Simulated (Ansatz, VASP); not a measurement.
**EuO: VASP beside Ansatz**

Contents of INCAR:

```
PREC = Accurate ; ENCUT = 600
EDIFF = 1E-6 ; ISMEAR = 0
SIGMA = 0.1 ; LREAL = False
LASPH = True ; NELM = 200
ALGO = Normal ; ISIF = 2
LWAVE = False ; LCHARG = False
ISPIN = 2 ; MAGMOM = 7 0
LORBIT = 11 ; LMAXMIX = 6
GGA = PE ; NBANDS = 22
GGA_COMPAT = False
```

KPOINTS

```
regular mesh
0
Gamma
  6 6 6
```

The input POSCAR:

```
EuO
1.0
    0.0000000000      2.5719500000      2.5719500000
    2.5719500000      0.0000000000      2.5719500000
    2.5719500000      2.5719500000      0.0000000000
Eu O
1 1
Direct
    0.0000000000      0.0000000000      0.0000000000
    0.5000000000      0.5000000000      0.5000000000
```

Input for Ansatz:

```yaml
crystal:
  lattice:
    - [0.0, 2.57195, 2.57195]
    - [2.57195, 0.0, 2.57195]
    - [2.57195, 2.57195, 0.0]
  atoms:
    - { symbol: Eu, position: [0.0, 0.0, 0.0], spin: 7.0 }
    - { symbol: O, position: [0.5, 0.5, 0.5] }
basis:
  ecutwfc: 420
kpoints:
  mp_grid: { grid: [6, 6, 6] }
hamiltonian:
  xc: pbe
scf:
  occupations: { method: gaussian, width: 0.1 }
  lower_state_search: "off"
output:
  forces: true
  stress: true
  eigenvalues: true
  populations: true
magnetization:
  spin_polarized: true
```

Alike in both runs: task single point; functional PBE; k mesh 6 × 6 × 6; occupations gaussian, width 0.1 eV; collinear spin.

```csv
,VASP,Ansatz
version,VASP 6.6.1,Ansatz 0.2.0
potentials or method,"VASP PAW PBE potentials, release 64 (Eu, O), cutoff 600 eV","scalar-relativistic, plane waves, PAW"
valence electrons in the cell,23,23
```

```csv
,VASP,Ansatz,Ansatz less VASP
gap on the k mesh at the Fermi level (eV),none,none,-
pressure (GPa),-4.5,-4.2,+0.31
net moment per atom (μB),3.49,3.49,0.000
size of the moment on the site where the two differ most (μB),6.59,6.62,+0.027
```

Site moments also hang on the region over which each program counts them. A gap of «none» marks a metal or a gap that the smearing closes. With one functional, cell and mesh, what is left measures potentials, basis and numerics.

Spin-orbit coupling is off throughout.
